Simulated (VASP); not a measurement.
## HfC: single point with r2SCAN

The system is HfC.

```
Hf C
1.0
     0.00000    2.36312    2.36312
     2.36312    0.00000    2.36312
     2.36312    2.36312    0.00000
Hf C
1 1
Direct
  0.50000 0.50000 0.50000
  0.00000 0.00000 0.00000
```

This cell differs from its parent crystal: volume scaled by 1.05.

```json
{
 "Program": "VASP 6.6.1",
 "Task": "single point",
 "Functional": "r2SCAN",
 "Potentials or basis": "VASP PAW PBE potentials, release 64 (Hf_pv, C)",
 "Cutoff": "520 eV",
 "k mesh": "8 × 8 × 8",
 "Occupations": "gaussian, width 0.05 eV",
 "Spin": "non-collinear spin, zero start, spin-orbit coupling",
 "Starting moments": "[[0.0, 0.0, 0.0], [0.0, 0.0, 0.0]] μB",
 "Dipole correction": "no",
 "Further INCAR settings": "ALGO = Normal; EDIFF = 1e-06; NBANDS = 26"
}
```

```yaml
Pressure: -13.3 GPa
Net_moment: 0.00 μB per cell
Valence_electrons_inside_the_program's_atomic_spheres: Hf 8.49; C 2.37
```

Moments on the atoms (μB; x, y, z):
```
Hf  0.00 0.00 0.00
C   0.00 0.00 0.00
```

It took 2.4 min on 1 thread of Intel(R) Xeon(R) 6975P-C (Granite Rapids), with other jobs on the host, peak memory 0.3 GiB.

Caveat: the PAW data sets were made with another functional, which shifts forces and pressure a little.
